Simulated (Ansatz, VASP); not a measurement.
MgSn2N2: VASP beside Ansatz

```
Sn Mg N
1.0
     3.36055    0.00000    0.00000
     0.00000    3.36055    0.00000
     0.00000    0.00000    8.18839
Sn Mg N
2 1 2
Direct
  0.00000 0.00000 0.30786
  0.00000 0.00000 0.69214
  0.50000 0.50000 0.00000
  0.50000 0.00000 0.84730
  0.00000 0.50000 0.15270
```

Alike in both runs: task relaxation of cell and atoms; functional PBE; k mesh 8 × 8 × 4; occupations fermi-dirac, width 0.05 eV; no spin polarisation.

```csv
,VASP,Ansatz
version,VASP 6.6.1,Ansatz 0.2.0
potentials or method,"VASP PAW PBE potentials, release 64 (Sn_d, Mg, N)",PseudoDojo standard (PBE files)
plane-wave cutoff (eV),600,1143
valence electrons in the cell,40,48
```

|  | VASP | Ansatz | Ansatz less VASP |
| --- | --- | --- | --- |
| gap on the k mesh at the Fermi level, each at its own relaxed structure (eV) | none | none | - |
| relaxed volume (Å³/atom) | 18.24 | 18.29 | +0.044 |
| relaxed cell length with the largest relative difference (Å) | 3.382 | 3.385 | +0.0032 |

A gap of «none» marks a metal or a gap that the smearing closes. VASP's potentials hold 40 valence electrons a cell and Ansatz's 48, so a difference there can come from the potentials and not from the codes.

Noted on Ansatz's run: the plane-wave basis is chosen anew once the cell has moved, so the energies of steps on either side of that aren't comparable.
